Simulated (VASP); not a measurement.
## Zn18HO18 (a cell with a defect): single point with PBE

System: Zn18HO18 (a cell with a defect).

```
Zn O H
1.0
    -4.91909    2.84004    5.29323
     0.00000   -5.68007    5.29323
     4.91909    2.84004    5.29323
Zn O H
18 18 1
Direct
  0.41196 0.69705 0.41209
  0.72403 0.38899 0.38808
  0.05347 0.72320 0.72342
  0.04205 0.06766 0.41482
  0.38816 0.38910 0.72399
  0.72295 0.72334 0.05358
  0.72213 0.05987 0.72281
  0.05536 0.39198 0.05566
  0.41299 0.06754 0.04288
  0.44522 0.44748 0.10831
  0.78060 0.11274 0.11170
  0.10829 0.44765 0.44537
  0.10238 0.76487 0.10255
  0.44483 0.11521 0.44498
  0.77732 0.44614 0.77735
  0.77922 0.77987 0.44297
  0.11159 0.11287 0.78123
  0.44288 0.77994 0.77934
  0.51415 0.85260 0.51428
  0.84692 0.51767 0.51460
  0.18112 0.84992 0.84656
  0.18403 0.18665 0.52009
  0.51460 0.51781 0.84699
  0.84632 0.84985 0.18124
  0.84925 0.18392 0.84947
  0.18390 0.51439 0.18406
  0.51957 0.18647 0.18415
  0.57040 0.57333 0.23559
  0.90735 0.23776 0.23878
  0.23544 0.57347 0.57059
  0.20642 0.94496 0.20733
  0.57083 0.24070 0.57087
  0.90455 0.57103 0.90490
  0.90068 0.90348 0.57428
  0.23854 0.23841 0.90726
  0.57343 0.90380 0.90133
  0.13336 0.04089 0.13665
```

This cell differs from its parent crystal: with an interstitial atom, then relaxed in part.

```
Program                : VASP 6.6.1
Task                   : single point
Functional             : PBE
Potentials or basis    : VASP PAW PBE potentials, release 64 (Zn, O, H)
Cutoff                 : 520 eV
k mesh                 : 2 × 2 × 2, shifted
Occupations            : gaussian, width 0.01 eV
Spin                   : no spin polarisation
Dipole correction      : no
Charge                 : 1
Further INCAR settings : LREAL = Auto; ALGO = Normal; EDIFF = 1e-06; NBANDS = 186; NELECT = 324.0
```

```yaml
Largest_force: 0.122 eV/Å
```

Forces in eV/Å, atoms in the order of the input:
```
Zn   0.000 -0.042 -0.017
Zn   0.003 -0.006 -0.003
Zn  -0.001  0.001 -0.001
Zn  -0.013  0.007 -0.006
Zn   0.001 -0.006 -0.001
Zn   0.001  0.001  0.000
Zn   0.000 -0.001 -0.002
Zn   0.001 -0.001  0.002
Zn   0.006  0.009 -0.004
Zn   0.000 -0.001  0.001
Zn  -0.001  0.001  0.001
Zn   0.001  0.001  0.001
Zn   0.000  0.001  0.009
Zn   0.001 -0.001 -0.003
Zn   0.001 -0.001 -0.001
Zn   0.004 -0.004  0.000
Zn   0.003  0.001 -0.001
Zn  -0.002 -0.004  0.001
O    0.001 -0.010  0.033
O    0.006  0.000  0.001
O   -0.006 -0.006  0.006
O   -0.009  0.001  0.018
O   -0.005  0.003  0.000
O    0.005 -0.003  0.006
O   -0.001 -0.001  0.002
O   -0.001  0.020 -0.001
O    0.010  0.001  0.018
O   -0.028  0.007 -0.013
O   -0.010  0.002 -0.003
O    0.031  0.006 -0.013
O   -0.001  0.118  0.031
O   -0.001  0.000  0.001
O    0.000 -0.001 -0.003
O    0.014  0.009 -0.010
O    0.010  0.004 -0.004
O   -0.015  0.014 -0.011
H   -0.005 -0.117 -0.034
```

Levels at points of the mesh, in eV from the Fermi level:
```csv
k point,band 160,band 161,band 162,band 163,band 164,band 165
"(0.25, 0.25, 0.25)",-0.50,-0.07,-0.05,1.89,4.01,4.21
```

Run time: 19 min on 1 thread of Oxide Virtual Turin-like Processor, on a shared host, peak memory 0.58 GiB.

Caveat: the cell carries a net charge on a neutralising background, which shifts energy and pressure; the cell differs from its parent crystal (with an interstitial atom, then relaxed in part); the cell is charged against a uniform background, so pressure and absolute levels hang on convention.
